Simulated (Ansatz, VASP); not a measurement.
# Two plane-wave programs on SnO

```
Sn O
1.0
     3.61977    0.00000    0.00000
     0.00000    5.82349    0.00000
     0.00000    0.00000    3.98185
Sn O
2 2
Direct
  0.00000 0.23451 0.52699
  0.50000 0.76549 0.02699
  0.00000 0.88361 0.72301
  0.50000 0.11639 0.22301
```

Change from the starting cell: volume 20.984 Å^3 an atom, stretch along a over the lengths across it, relative to the relaxed cell 1.0625.

Alike in both runs: task single point; functional PBE; dispersion D3(BJ); k mesh 10 × 6 × 8; occupations gaussian, width 0.05 eV; no spin polarisation.

```csv
,VASP,Ansatz
version,VASP 6.6.1,Ansatz 0.2.0
potentials or method,"VASP PAW PBE potentials, release 64 (Sn_d, O), cutoff 520 eV","scalar-relativistic, plane waves, PAW"
valence electrons in the cell,40,40
```

|  | VASP | Ansatz | Ansatz less VASP |
| --- | --- | --- | --- |
| gap on the k mesh at the Fermi level (eV) | 1.40 | 1.41 | +0.010 |
| least direct gap on the mesh (eV) | 2.15 | 2.16 | +0.010 |
| pressure (GPa) | -7.4 | -7.5 | -0.14 |
| traceless stress, the component that is largest in VASP (GPa) | -2.92 | -2.94 | -0.013 |
| rms of the force components (eV/Å) | 0.509 | 0.536 | +0.0265 |

Atom by atom the forces differ by 0.027 eV/Å (rms over components).
